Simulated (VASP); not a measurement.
# ZnO (zincite) (P6_3mc) in VASP: settings compared, part 2 of 2

VASP 6.6.1. Earlier steps stand in the parts before.

**3. Relaxation of cell and atoms, BLYP**

INCAR reads:

```
SYSTEM = ZnO
PREC = Accurate
ENCUT = 600
EDIFF = 1E-7
ISMEAR = -1
SIGMA = 0.05
LREAL = .False.
LASPH = .True.
NELM = 80
ALGO = Normal
ISIF = 3
LWAVE = .False.
LCHARG = .False.
GGA = B5
ALDAX = 1.0
AGGAX = 1.0
AGGAC = 1.0
ALDAC = 0.0
IBRION = 2
NSW = 60
EDIFFG = -0.01
```

KPOINTS reads:

```
regular mesh
0
Gamma
  9 9 5
  0 0 0
```

POSCAR reads:

```
ZnO
1.0
    3.2493080000      0.0000000000      0.0000000000
   -1.6246540000      2.8139832727      0.0000000000
    0.0000000000      0.0000000000      5.2057090000
Zn O
2 2
Direct
    0.6666666667      0.3333333333      0.0000000000
    0.3333333333      0.6666666667      0.5000000000
    0.3333333333      0.6666666667      0.8790100000
    0.6666666667      0.3333333333      0.3790100000
```

Potentials or basis: VASP PAW PBE potentials, release 64 (Zn, O).

Run with:

```bash
$ cat potpaw_PBE.64/Zn/POTCAR potpaw_PBE.64/O/POTCAR > POTCAR
$ mpirun -np 1 vasp_std > vasp.out
```

OUTCAR:

```text
SYSTEM = ZnO
   PREC = Accurate
   ENCUT = 600
   EDIFF = 1E-7
   ISMEAR = -1
   LREAL = .False.
   LASPH = .True.
   NELM = 80
   ISIF = 3
   GGA = B5
   IBRION = 2
   NSW = 60
   EDIFFG = -0.01

 ion  position               nearest neighbor table
   1  0.667  0.333  0.000-   4 1.97   3 1.98   3 1.98   3 1.98
   2  0.333  0.667  0.500-   3 1.97   4 1.98   4 1.98   4 1.98
   3  0.333  0.667  0.879-   2 1.97   1 1.98   1 1.98   1 1.98
   4  0.667  0.333  0.379-   1 1.97   2 1.98   2 1.98   2 1.98

  LATTYP: Found a hexagonal cell.
 ALAT       =     3.2493080000
 C/A-ratio  =     1.6020977390

  Lattice vectors:

 A1 = (   3.2493080000,   0.0000000000,   0.0000000000)
 A2 = (  -1.6246540000,   2.8139832727,   0.0000000000)
 A3 = (   0.0000000000,   0.0000000000,   5.2057090000)

Analysis of symmetry for initial positions (statically):
=====================================================================
 Subroutine PRICEL returns:
 Original cell was already a primitive cell.

 Routine SETGRP: Setting up the symmetry group for a
 hexagonal supercell.

 Subroutine GETGRP returns: Found 12 space group operations
 (whereof  6 operations were pure point group operations)
 out of a pool of 24 trial point group operations.

The static configuration has the point symmetry C_3v.
 The point group associated with its full space group is C_6v.

Analysis of symmetry for dynamics (positions and initial velocities):
=====================================================================
 Subroutine PRICEL returns:
 Original cell was already a primitive cell.

 Routine SETGRP: Setting up the symmetry group for a
 hexagonal supercell.

 Subroutine GETGRP returns: Found 12 space group operations
 (whereof  6 operations were pure point group operations)
 out of a pool of 24 trial point group operations.

The dynamic configuration has the point symmetry C_3v.
 The point group associated with its full space group is C_6v.

 Subroutine INISYM returns: Found 12 space group operations
 (whereof  6 operations are pure point group operations),
 and found     1 'primitive' translations

[... 122 lines left out ...]
   LORBIT       =      0    0 simple, 1 ext, 2 COOP (PROOUT), +10 PAW based schemes
   GGA     = B5    functional components
   LHFCALC =     F    Hartree Fock is set to
   AEXX    =    0.0000 exact exchange contribution
   IVDW    =     0    specifies the selected vdW correction
   LEPSILON=     F    determine dielectric tensor
   LRPA    =     F    only Hartree local field effects (RPA)
 conjugate gradient relaxation of ions
 non-spin polarized calculation
  energy-cutoff  :      600.00
  volume of cell :       47.60
 maximum number of plane-waves:      1605
 NGX is ok and might be reduce to    28
   NGX = 13   NGY = 13   NGZ = 21

--------------------------------------- Ionic step        1  -------------------------------------------

 number of electron      36.0000008 magnetization

 Free energy of the ion-electron system (eV)
  ---------------------------------------------------
  ext. energy  EPLUGINS =         0.00000000
  ---------------------------------------------------
  free energy    TOTEN  =       -16.37695713 eV

  energy without entropy =      -16.37695631  energy(sigma->0) =      -16.37695672

------------------------ aborting loop because EDIFF is reached ----------------------------------------

  FORCE on cell =-STRESS in cart. coord.  units (eV):
  Direction    XX          YY          ZZ          XY          YZ          ZX
  --------------------------------------------------------------------------------------
  -------------------------------------------------------------------------------------
  Total        2.8506517      2.8506517      3.4589449      0.0000000     -0.0000000      0.0000000
  in kB       95.9538636     95.9538636    116.4292086      0.0000000     -0.0000000      0.0000000
  external PRESSURE =     102.7789786 kB  Pullay stress =       0.0000000 kB
[... 25 lines left out ...]
--------------------------------------- Ionic step        2  -------------------------------------------

 number of electron      35.9999983 magnetization

 E-fermi :   0.9962     XC(G=0):  -9.8921

 val. band max:        0.5720630697   @ k =   0.0000   0.0000   0.0000
 cond. band min:       1.3286874667   @ k =   0.0000   0.0000   0.0000
 fundamental gap:      0.7566243970
 Fermi energy:         0.9962420082

 k-point     1 :       0.0000    0.0000    0.0000
  band No.  band energies     occupation
      1     -16.5935      2.00000
      2     -16.0284      2.00000
      3      -4.7347      2.00000
      4      -4.7347      2.00000
      5      -4.6905      2.00000
      6      -4.5792      2.00000
[... 818 lines left out ...]
--------------------------------------- Ionic step        8  -------------------------------------------

 number of electron      35.9999999 magnetization

 Free energy of the ion-electron system (eV)
  ---------------------------------------------------
  ext. energy  EPLUGINS =         0.00000000
  ---------------------------------------------------
  free energy    TOTEN  =       -16.48696793 eV

  energy without entropy =      -16.48696466  energy(sigma->0) =      -16.48696629

 E-fermi :   1.3108     XC(G=0): -10.0634

 val. band max:        0.8579308128   @ k =   0.0000   0.0000   0.0000
 cond. band min:       1.6759617252   @ k =   0.0000   0.0000   0.0000
 fundamental gap:      0.8180309124
 Fermi energy:         1.3107511137

 k-point     1 :       0.0000    0.0000    0.0000
  band No.  band energies     occupation
      1     -16.5503      2.00000
      2     -15.9412      2.00000
      3      -4.5676      2.00000
      4      -4.5676      2.00000
      5      -4.5356      2.00000
      6      -4.3970      2.00000
[... 622 lines left out ...]
  FREE ENERGIE OF THE ION-ELECTRON SYSTEM (eV)
  ---------------------------------------------------
  free  energy   TOTEN  =       -16.4869679313 eV

  energy  without entropy=      -16.4869646584  energy(sigma->0) =      -16.48696629

 reached required accuracy - stopping structural energy minimisation
```

Wall time 9.5 min (1 thread of Intel Xeon Platinum 8488C (Sapphire Rapids), shared host); peak memory 0.2 GiB.

Results:

```yaml
Free_energy: -16.4870 eV
Relaxed_volume: 12.81 Å³/atom
Relaxed_cell: a = 3.320 Å, b = 3.320 Å, c = 5.368 Å, α = 90.00°, β = 90.00°, γ = 120.00°
Space_group_after_relaxing_to_0.05_Å: P6_3mc (No. 186)
Energy_gained_by_relaxing: 27.5 meV/atom
Ionic_steps: 8
Pressure_after_relaxing: -0.1 GPa
Largest_force_after_relaxing: 0.009 eV/Å
Band_gap_on_the_k_mesh: 0.82 eV, direct
```

Forces on the atoms (eV/Å):
```
Zn   0.000  0.000  0.009
Zn   0.000  0.000  0.009
O    0.000  0.000 -0.009
O    0.000  0.000 -0.009
```

The path:
| step | energy change (eV) | largest force (eV/Å) | pressure (GPa) | volume (Å³) |
| --- | --- | --- | --- | --- |
| 1 | 0.0000 | 0.0734 | 10.28 | 47.60 |
| 2 | -0.0867 | 0.0311 | -3.89 | 53.05 |
| 3 | -0.1097 | 0.0105 | -0.08 | 51.21 |
| 4 | -0.1097 | 0.0093 | 0.16 | 51.14 |
| 5 | -0.1098 | 0.0144 | 0.15 | 51.13 |
| 6 | -0.1099 | 0.0226 | 0.17 | 51.13 |
| 7 | -0.1100 | 0.0114 | -0.02 | 51.22 |
| 8 | -0.1100 | 0.0091 | -0.07 | 51.23 |

Final structure:
```
CELL_PARAMETERS angstrom
3.31983 0.00000 0.00000
-1.65992 2.87506 0.00000
0.00000 0.00000 5.36769
ATOMIC_POSITIONS crystal
Zn 0.66667 0.33333 0.00005
Zn 0.33333 0.66667 0.50005
O 0.33333 0.66667 0.87896
O 0.66667 0.33333 0.37896
```

Levels at points of the mesh, in eV from the valence-band top:
```csv
k point,band 14,band 15,band 16,band 17,band 18,band 19,band 20,band 21,band 22
"(0.00, 0.00, 0.00)",-0.70,-0.70,-0.07,0.00,0.00,0.82,5.01,8.09,12.56
```

Caveat: the PAW data sets were made with another functional, which shifts forces and pressure a little. Zero-point motion and thermal expansion aren't in these numbers.
